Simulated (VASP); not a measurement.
# SrB3 (Pm-3m) in VASP: further runs, part 2 of 2

VASP 6.6.1. Earlier steps stand in the parts before.

**3. Relaxation of cell and atoms, PBE**

This run uses another cell than the first one, of 14.07 Å³/atom.

File INCAR:

```
PREC = Accurate
ENCUT = 600
EDIFF = 1E-6
ISMEAR = 0
SIGMA = 0.1
LREAL = False
LASPH = True
NELM = 100
ALGO = Normal
ISIF = 3
LWAVE = False
LCHARG = False
GGA = PE
IBRION = 2
NSW = 100
EDIFFG = -0.01
```

File KPOINTS:

```
Automatic mesh
0
Gamma
  12 12 12
```

File POSCAR:

```
SrB3
1.0
    3.8317878373      0.0000000000      0.0000000000
    0.0000000000      3.8317878373      0.0000000000
    0.0000000000      0.0000000000      3.8317878373
Sr B
1 3
Direct
    0.0000000000      0.0000000000      0.0000000000
    0.0000000000      0.5000000000      0.5000000000
    0.5000000000      0.0000000000      0.5000000000
    0.5000000000      0.5000000000      0.0000000000
```

Potentials or basis: VASP PAW PBE potentials, release 64 (Sr_sv, B).

Run with:

```
cat potpaw_PBE.64/Sr_sv/POTCAR potpaw_PBE.64/B/POTCAR > POTCAR
mpirun -np 1 vasp_std > vasp.out
```

OUTCAR:

```text
PREC = Accurate
   ENCUT = 600
   EDIFF = 1E-6
   ISMEAR = 0
   LREAL = False
   LASPH = True
   NELM = 100
   ISIF = 3
   GGA = PE
   IBRION = 2
   NSW = 100
   EDIFFG = -0.01

 ion  position               nearest neighbor table
   1  0.000  0.000  0.000-   2 2.71   3 2.71   4 2.71   2 2.71   3 2.71   2 2.71   4 2.71   2 2.71
                             3 2.71   4 2.71   3 2.71   4 2.71
   2  0.000  0.500  0.500-   1 2.71   1 2.71   1 2.71   1 2.71
   3  0.500  0.000  0.500-   1 2.71   1 2.71   1 2.71   1 2.71
   4  0.500  0.500  0.000-   1 2.71   1 2.71   1 2.71   1 2.71

  LATTYP: Found a simple cubic cell.
 ALAT       =     3.8317878373

  Lattice vectors:

 A1 = (   3.8317878373,   0.0000000000,   0.0000000000)
 A2 = (   0.0000000000,   3.8317878373,   0.0000000000)
 A3 = (   0.0000000000,   0.0000000000,   3.8317878373)

Analysis of symmetry for initial positions (statically):
=====================================================================
 Subroutine PRICEL returns:
 Original cell was already a primitive cell.

 Routine SETGRP: Setting up the symmetry group for a
 simple cubic supercell.

 Subroutine GETGRP returns: Found 48 space group operations
 (whereof 48 operations were pure point group operations)
 out of a pool of 48 trial point group operations.

The static configuration has the point symmetry O_h .

Analysis of symmetry for dynamics (positions and initial velocities):
=====================================================================
 Subroutine PRICEL returns:
 Original cell was already a primitive cell.

 Routine SETGRP: Setting up the symmetry group for a
 simple cubic supercell.

 Subroutine GETGRP returns: Found 48 space group operations
 (whereof 48 operations were pure point group operations)
 out of a pool of 48 trial point group operations.

The dynamic configuration has the point symmetry O_h .

 Subroutine INISYM returns: Found 48 space group operations
 (whereof 48 operations are pure point group operations),
 and found     1 'primitive' translations

----------------------------------------------------------------------------------------

                                     Primitive cell

  volume of cell :      56.2606

  direct lattice vectors                    reciprocal lattice vectors
     3.831787837  0.000000000  0.000000000     0.260974783  0.000000000  0.000000000
     0.000000000  3.831787837  0.000000000     0.000000000  0.260974783  0.000000000
     0.000000000  0.000000000  3.831787837     0.000000000  0.000000000  0.260974783

  length of vectors
     3.831787837  3.831787837  3.831787837     0.260974783  0.260974783  0.260974783

  position of ions in fractional coordinates (direct lattice)
     0.000000000  0.000000000  0.000000000
     0.000000000  0.500000000  0.500000000
     0.500000000  0.000000000  0.500000000
     0.500000000  0.500000000  0.000000000

  ion indices of the primitive-cell ions
   primitive index   ion index
                 1           1
                 2           2
                 3           3
                 4           4

----------------------------------------------------------------------------------------

[... 62 lines left out ...]
   ICHARG =      2    charge: 1-file 2-atom 10-const
   ISPIN  =      1    spin polarized calculation?
   LNONCOLLINEAR =      F non collinear calculations
   LSORBIT =      F    spin-orbit coupling
   LASPH  =      T    aspherical Exc in radial PAW
   ENCUT  =  600.0 eV  44.10 Ry    6.64 a.u.   7.65  7.65  7.65*2*pi/ulx,y,z
   NELM   =    100;   NELMIN=  2; NELMDL= -5     # of ELM steps
   EDIFF  = 0.1E-05   stopping-criterion for ELM
   LREAL  =      F    real-space projection
   EDIFFG = -.1E-01   stopping-criterion for IOM
   NSW    =    100    number of steps for IOM
   IBRION =      2    ionic relax: 0-MD 1-quasi-New 2-CG
   NFREE  =      1    steps in history (QN), initial steepest desc. (CG)
   ISIF   =      3    stress and relaxation
   ISYM   =      2    0-nonsym 1-usesym 2-fastsym
   POTIM  = 0.5000    time-step for ionic-motion
   TEBEG  =    0.0;   TEEND  =   0.0 temperature during run
   PSTRESS=    0.0 pullay stress
   NELECT =      19.0000    total number of electrons
   NUPDOWN=      -1.0000    fix difference up-down
   EMIN   =  10.00;   EMAX   =-10.00  energy-range for DOS
   EFERMI =   0.00;   METHOD = LEGACY
   ISMEAR =     0;   SIGMA  =   0.10  broadening in eV -4-tet -1-fermi 0-gaus
   EFERMI_NEDOS =   21; number of points for ismear=-14 and -15
   IALGO  =     38    algorithm
   IMIX   =      4    mixing-type and parameters
     AMIX     =   0.40;   BMIX     =  1.00
     AMIX_MAG =   1.60;   BMIX_MAG =  1.00
  volume/ion in A,a.u.               =      14.07        94.92
  Fermi-wavevector in a.u.,A,eV,Ry     =   1.140052  2.154385 17.683738  1.299718
  Thomas-Fermi vector in A             =   2.276754
   LORBIT       =      0    0 simple, 1 ext, 2 COOP (PROOUT), +10 PAW based schemes
   GGA     = PE    functional components
   LHFCALC =     F    Hartree Fock is set to
   AEXX    =    0.0000 exact exchange contribution
   IVDW    =     0    specifies the selected vdW correction
   LEPSILON=     F    determine dielectric tensor
   LRPA    =     F    only Hartree local field effects (RPA)
 conjugate gradient relaxation of ions
 non-spin polarized calculation
 Gauss-broadening in eV      SIGMA  =   0.10
  energy-cutoff  :      600.00
  volume of cell :       56.26
 maximum number of plane-waves:      1924
 NGX is ok and might be reduce to    32
   NGX = 15   NGY = 15   NGZ = 15

--------------------------------------- Ionic step        1  -------------------------------------------

 number of electron      19.0000001 magnetization

 Free energy of the ion-electron system (eV)
  ---------------------------------------------------
  ext. energy  EPLUGINS =         0.00000000
  ---------------------------------------------------
  free energy    TOTEN  =       -13.87601586 eV

  energy without entropy =      -13.86850278  energy(sigma->0) =      -13.87225932

------------------------ aborting loop because EDIFF is reached ----------------------------------------

  FORCE on cell =-STRESS in cart. coord.  units (eV):
  Direction    XX          YY          ZZ          XY          YZ          ZX
  --------------------------------------------------------------------------------------
  -------------------------------------------------------------------------------------
  Total        0.3234351      0.3234351      0.3234351     -0.0000000      0.0000000     -0.0000000
  in kB        9.2107158      9.2107158      9.2107158     -0.0000000      0.0000000     -0.0000000
  external PRESSURE =       9.2107158 kB  Pullay stress =       0.0000000 kB
[... 63 lines left out ...]
--------------------------------------- Ionic step        3  -------------------------------------------

 number of electron      19.0000001 magnetization

 Free energy of the ion-electron system (eV)
  ---------------------------------------------------
  ext. energy  EPLUGINS =         0.00000000
  ---------------------------------------------------
  free energy    TOTEN  =       -13.87822068 eV

  energy without entropy =      -13.87044865  energy(sigma->0) =      -13.87433467

 E-fermi :   3.1022     XC(G=0): -10.4565

 val. band max:        3.0900882841   @ k =   0.3333   0.3333   0.1667
 cond. band min:       3.1225851560   @ k =   0.3333   0.1667   0.0000
 fundamental gap:      0.0324968719
 Fermi energy:         3.1021501137

 k-point     1 :       0.0000    0.0000    0.0000
  band No.  band energies     occupation
      1     -29.5810      2.00000
      2     -11.8112      2.00000
      3     -11.8112      2.00000
      4     -11.8112      2.00000
      5      -6.1416      2.00000
      6       0.1829      2.00000
      7       0.1829      2.00000
      8       2.2062      2.00000
      9       2.2062      2.00000
     10       2.2062      2.00000
     11       6.1195      0.00000
     12       6.1195      0.00000
     13       6.1195      0.00000
[... 354 lines left out ...]
  band No.  band energies     occupation
      1     -29.5325      2.00000
      2     -12.3052      2.00000
      3     -12.1752      2.00000
      4     -11.6805      2.00000
      5      -3.7138      2.00000
      6      -2.0179      2.00000
      7      -1.1234      2.00000
      8       1.2366      2.00000
      9       2.6687      2.00000
     10       3.6248      0.00000
     11       4.1234      0.00000
     12       5.6314      0.00000
     13       5.9400      0.00000

 [... further k-points ...]

------------------------ aborting loop because EDIFF is reached ----------------------------------------

  FORCE on cell =-STRESS in cart. coord.  units (eV):
  Direction    XX          YY          ZZ          XY          YZ          ZX
  --------------------------------------------------------------------------------------
  -------------------------------------------------------------------------------------
  Total        0.0060232      0.0060232      0.0060232      0.0000000      0.0000000     -0.0000000
  in kB        0.1692306      0.1692306      0.1692306      0.0000000      0.0000000     -0.0000000
  external PRESSURE =       0.1692306 kB  Pullay stress =       0.0000000 kB
[... 19 lines left out ...]
  FREE ENERGIE OF THE ION-ELECTRON SYSTEM (eV)
  ---------------------------------------------------
  free  energy   TOTEN  =       -13.8782206754 eV

  energy  without entropy=      -13.8704486548  energy(sigma->0) =      -13.87433467

 reached required accuracy - stopping structural energy minimisation
```

It took 42 s on 1 thread of Intel Xeon 6975P-C (Granite Rapids), shared host; peak memory 0.24 GiB.

What came out:

- Free energy: -13.8782 eV
- Relaxed volume: 14.26 Å³/atom
- Relaxed cell: a = 3.849 Å, b = 3.849 Å, c = 3.849 Å, α = 90.00°, β = 90.00°, γ = 90.00°
- Space group after relaxing (to 0.1 Å): Pm-3m (No. 221)
- Energy gained by relaxing: 0.6 meV/atom
- Ionic steps: 3
- Pressure after relaxing: 0.0 GPa
- Band gap on the k mesh: zero (an odd number of electrons rules out a gap without spin polarisation)

The path:
```tsv
step	energy change (eV)	largest force (eV/Å)	pressure (GPa)	volume (Å³)
1	0.0000	0.0000	0.92	56.26
2	-0.0022	0.0000	0.12	56.92
3	-0.0022	0.0000	0.02	57.02
```

Final structure:
```cif
data_structure
_symmetry_space_group_name_H-M 'P 1'
_symmetry_Int_Tables_number 1
_cell_length_a 3.8490
_cell_length_b 3.8490
_cell_length_c 3.8490
_cell_angle_alpha 90.000
_cell_angle_beta 90.000
_cell_angle_gamma 90.000
_cell_volume 57.02
loop_
_atom_site_label
_atom_site_type_symbol
_atom_site_fract_x
_atom_site_fract_y
_atom_site_fract_z
_atom_site_occupancy
Sr1 Sr 0.00000 0.00000 0.00000 1
B1 B 0.00000 0.50000 0.50000 1
B2 B 0.50000 0.00000 0.50000 1
B3 B 0.50000 0.50000 0.00000 1
```

**4. Single point, PBE**

This run uses another cell than the first one, of 14.07 Å³/atom.

File INCAR:

```
SYSTEM = SrB3
ALGO = Normal ; EDIFF = 1E-6
ENCUT = 520 ; GGA = PE
ISIF = 2 ; ISMEAR = 0
LASPH = .TRUE. ; LCHARG = .FALSE.
LREAL = .FALSE. ; LWAVE = .FALSE.
NBANDS = 18 ; NELM = 100
PREC = Accurate ; SIGMA = 0.1
```

File KPOINTS:

```
k-points
0
G
  4 4 4
  0 0 0
```

POSCAR is that of step 3.

Run with:

```
cat potpaw_PBE.64/Sr_sv/POTCAR potpaw_PBE.64/B/POTCAR > POTCAR
mpirun -np 1 vasp_std > vasp.out
```

It took 4.4 s on 1 thread of Intel Xeon 6975P-C (Granite Rapids), shared host; peak memory 0.15 GiB.

Results (log left out):

```yaml
Free_energy: -13.9015 eV
Pressure: 0.3 GPa
Band_gap_on_the_k_mesh: zero (an odd number of electrons rules out a gap without spin polarisation)
```

Levels at points of the mesh, in eV from the Fermi level:
| k point | band 7 | band 8 | band 9 | band 10 | band 11 | band 12 | band 13 | band 14 |
| --- | --- | --- | --- | --- | --- | --- | --- | --- |
| (0.00, 0.00, 0.00) | -2.73 | -0.72 | -0.72 | -0.72 | 3.22 | 3.22 | 3.22 | 6.58 |
| (0.50, 0.00, 0.00) | -1.32 | -1.11 | -1.11 | -0.27 | 2.09 | 2.09 | 3.34 | 3.43 |
| (0.50, 0.50, 0.00) | -4.31 | -2.83 | 0.36 | 0.36 | 1.72 | 1.90 | 3.14 | 3.14 |
| (0.50, 0.50, 0.50) | -5.05 | -3.51 | -0.58 | -0.58 | -0.58 | 6.22 | 6.22 | 6.22 |

Caveat: the k points lie up to 0.41 Å⁻¹ apart, too coarse for converged energies and pressures of a metal.

**5. Relaxation of cell and atoms, PBE**

This run uses another cell than the first one, of 13.15 Å³/atom.

File INCAR:

```
PREC = Accurate
ENCUT = 600
EDIFF = 1E-7
ISMEAR = 0
SIGMA = 0.1
LREAL = F
LASPH = T
NELM = 100
ALGO = Normal
ISIF = 3
LWAVE = F
LCHARG = F
GGA = PE
IBRION = 2
NSW = 90
EDIFFG = -0.04
```

File KPOINTS:

```
regular mesh
0
Gamma
  4 4 4
```

File POSCAR:

```
SrB3
1.0
    3.7471407000      0.0000000000      0.0000000000
    0.0000000000      3.7471407000      0.0000000000
    0.0000000000      0.0000000000      3.7471407000
Sr B
1 3
Direct
    0.0000000000      0.0000000000      0.0000000000
    0.0000000000      0.5000000000      0.5000000000
    0.5000000000      0.0000000000      0.5000000000
    0.5000000000      0.5000000000      0.0000000000
```

Run with:

```
cat potpaw_PBE.64/Sr_sv/POTCAR potpaw_PBE.64/B/POTCAR > POTCAR
mpirun -np 1 vasp_std > vasp.out
```

Run time: 8.9 s. Hardware: 1 thread of Intel Xeon 6975P-C (Granite Rapids), shared host; peak memory 0.17 GiB.

It converged, with:

| Property | Result |
| --- | --- |
| Free energy | -13.9015 eV |
| Relaxed volume | 14.10 Å³/atom |
| Relaxed cell | a = 3.835 Å, b = 3.835 Å, c = 3.835 Å, α = 90.00°, β = 90.00°, γ = 90.00° |
| Space group after relaxing (to 0.1 Å) | Pm-3m (No. 221) |
| Energy gained by relaxing | 16.4 meV/atom |
| Ionic steps | 2 |
| Pressure after relaxing | 0.1 GPa |
| Band gap on the k mesh | zero (an odd number of electrons rules out a gap without spin polarisation) |

The path:
| step | energy change (eV) | largest force (eV/Å) | pressure (GPa) | volume (Å³) |
| --- | --- | --- | --- | --- |
| 1 | 0.0000 | 0.0000 | 5.91 | 52.61 |
| 2 | -0.0655 | 0.0000 | 0.11 | 56.40 |

Final structure:
```yaml
crystal:
  lattice:
    - [3.83486, 0.00000, 0.00000]
    - [0.00000, 3.83486, 0.00000]
    - [0.00000, 0.00000, 3.83486]
  atoms:
    - { symbol: Sr, position: [0.00000, 0.00000, 0.00000] }
    - { symbol: B, position: [0.00000, 0.50000, 0.50000] }
    - { symbol: B, position: [0.50000, 0.00000, 0.50000] }
    - { symbol: B, position: [0.50000, 0.50000, 0.00000] }
```

Levels at points of the mesh, in eV from the Fermi level:
```
           k point  band 8  band 9  band 10  band 11  band 12  band 13
(0.00, 0.00, 0.00)   -0.72   -0.72    -0.72     3.22     3.22     3.22
(0.50, 0.00, 0.00)   -1.10   -1.10    -0.26     2.08     2.08     3.37
(0.50, 0.50, 0.00)   -2.82    0.37     0.37     1.72     1.90     3.13
(0.50, 0.50, 0.50)   -3.50   -0.59    -0.59    -0.59     6.20     6.20
```

Caveat: the k points lie up to 0.41 Å⁻¹ apart in the final cell, too coarse for converged energies and pressures of a metal.

**6. The runs side by side**

| task | cell | k mesh | cutoff (eV) | gap on the mesh (eV) | pressure (GPa) | relaxed volume (Å³/atom) |
| --- | --- | --- | --- | --- | --- | --- |
| single point | a = 3.846 Å, 4 atoms | 12 × 12 × 12 | 520 | none | 0.2 | - |
| relaxation of cell and atoms | relaxed from a = 3.832 Å, 4 atoms | 12 × 12 × 12 | 600 | none | 0.0 | 14.26 |
| single point | a = 3.832 Å, 4 atoms | 4 × 4 × 4 | 520 | none | 0.3 | - |
| relaxation of cell and atoms | relaxed from a = 3.747 Å, 4 atoms | 4 × 4 × 4 | 600 | none | 0.1 | 14.10 |

Alike in all rows: level PBE; potentials or basis VASP PAW PBE potentials, release 64 (Sr_sv, B); no spin polarisation; smearing gaussian 0.1 eV.

Caveats: some runs use coarse meshes.

Absolute energies hang on the potentials; compare differences alone.
